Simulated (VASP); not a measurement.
Input of a VASP 6.6.1 run:

Contents of INCAR:

```
SYSTEM = Si
ALGO = Normal ; EDIFF = 1E-6
ENCUT = 520 ; GGA = PE
ISIF = 2 ; ISMEAR = 0
ISYM = 0 ; LASPH = .True.
LCHARG = .True. ; LELF = .True.
LREAL = .False. ; LVHAR = .True.
LWAVE = .False. ; NBANDS = 26
NELM = 100 ; PREC = Accurate
SIGMA = 0.01
```

File KPOINTS:

```
Automatic mesh
0
Gamma
  1 1 1
  0.5 0.5 0.5
```

Contents of POSCAR:

```
Si
1.0
    5.4310000000      0.0000000000      0.0000000000
    0.0000000000      5.4310000000      0.0000000000
    0.0000000000      0.0000000000      5.4310000000
Si
8
Direct
    0.0088381500      0.0053028900      0.0039771700
    0.2500000000      0.2500000000      0.2500000000
    0.0000000000      0.5000000000      0.5000000000
    0.2500000000      0.7500000000      0.7500000000
    0.5000000000      0.0000000000      0.5000000000
    0.7500000000      0.2500000000      0.7500000000
    0.5000000000      0.5000000000      0.0000000000
    0.7500000000      0.7500000000      0.2500000000
```

Potentials or basis: VASP PAW PBE potentials, release 64 (Si).

Run with:

```bash
$ cat potpaw_PBE.64/Si/POTCAR > POTCAR
$ mpirun -np 1 vasp_std > vasp.out
```

Problem. Predict the band gap on the k mesh.

Solution. 2.60 eV.

Problem. Predict the largest force.

Solution. 0.919 eV/Å.

Problem. Predict the pressure.

Solution. 8.7 GPa.

Forces on the atoms (eV/Å):
```
Si  -0.716 -0.451 -0.358
Si   0.312  0.263  0.245
Si  -0.169  0.012  0.008
Si   0.126  0.086  0.067
Si   0.021 -0.101  0.008
Si   0.193  0.022  0.121
Si   0.021  0.012 -0.076
Si   0.211  0.158 -0.015
```

Caveat: the k points lie up to 1.16 Å⁻¹ apart. A k mesh can miss the band edges.
